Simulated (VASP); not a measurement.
Here is a VASP 6.6.1 calculation.

Contents of INCAR:

```
ALGO = Fast ; EDIFF = 1E-6
ENCUT = 520 ; GGA = PS
ISIF = 2 ; ISMEAR = 0
LASPH = True ; LCHARG = False
LREAL = False ; LWAVE = False
NBANDS = 12 ; NELM = 60
PREC = Accurate ; SIGMA = 0.15
```

The input KPOINTS:

```
k-points
0
Gamma
  20 20 20
```

The input POSCAR:

```
Ti
1.0
    0.0000000000      2.0300000000      2.0097000000
    2.0300000000      0.0000000000      2.0097000000
    2.0300000000      2.0300000000      0.0000000000
Ti
1
Direct
    0.0000000000      0.0000000000      0.0000000000
```

Potentials or basis: VASP PAW PBE potentials, release 64 (Ti_sv).

Run with:

```sh
$ cat potpaw_PBE.64/Ti_sv/POTCAR > POTCAR
$ mpirun -np 1 vasp_std > vasp.out
```

Q: Estimate the pressure.

A: 0.6 GPa.

Q: Estimate the band gap on the k mesh.

A: Zero (band 6 reaches 9.48 eV, above the bottom of band 7 at 8.19 eV).

Stress tensor (GPa, compression positive):
```
0.46 0.00 0.00
0.00 0.46 0.00
0.00 0.00 0.83
```

Caveat: the cell differs from its parent crystal (strain -0.0100 x Voigt [0, 0, 1, 0, 0, 0]); the PAW data sets were made with another functional, which shifts forces and pressure a little.
